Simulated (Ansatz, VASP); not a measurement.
## Cd5HgTe6 in VASP and in Ansatz

```xyz
12
Lattice="4.3715 0.0000 0.0000 0.0000 4.3715 0.0000 0.0000 0.0000 18.5468" Properties=species:S:1:pos:R:3 pbc="T T T"
Cd    0.0000    0.0000   15.4557
Cd    0.0000    0.0000    3.0911
Cd    2.1858    2.1858    6.1823
Cd    0.0000    0.0000    9.2734
Cd    2.1858    2.1858   12.3645
Hg    2.1858    2.1858    0.0000
Te    2.1858    0.0000    1.5456
Te    0.0000    2.1858    4.6367
Te    2.1858    0.0000    7.7278
Te    0.0000    2.1858   10.8190
Te    2.1858    0.0000   13.9101
Te    0.0000    2.1858   17.0012
```

Alike in both runs: task relaxation of cell and atoms; functional PBE; k mesh 4 × 4 × 1; occupations gaussian, width 0.1 eV; no spin polarisation.

|  | VASP | Ansatz |
| --- | --- | --- |
| version | VASP 6.6.1 | Ansatz 0.2.0 |
| potentials or method | VASP PAW PBE potentials, release 64 (Cd, Hg, Te), cutoff 600 eV | scalar-relativistic, plane waves, PAW |
| valence electrons in the cell | 108 | 216 |

|  | VASP | Ansatz | Ansatz less VASP |
| --- | --- | --- | --- |
| gap on the k mesh at the Fermi level, each at its own relaxed structure (eV) | 0.29 | 0.27 | -0.012 |
| relaxed volume (Å³/atom) | 36.39 | 36.39 | +0.002 |
| relaxed cell length with the largest relative difference (Å) | 19.855 | 19.657 | -0.1972 |

VASP's potentials hold 108 valence electrons a cell and Ansatz's 216, so a difference there can come from the potentials and not from the codes.

Spin-orbit coupling is off throughout. Noted on VASP's run: the volume moved by over 15 % at a fixed basis, so the end points are rough.
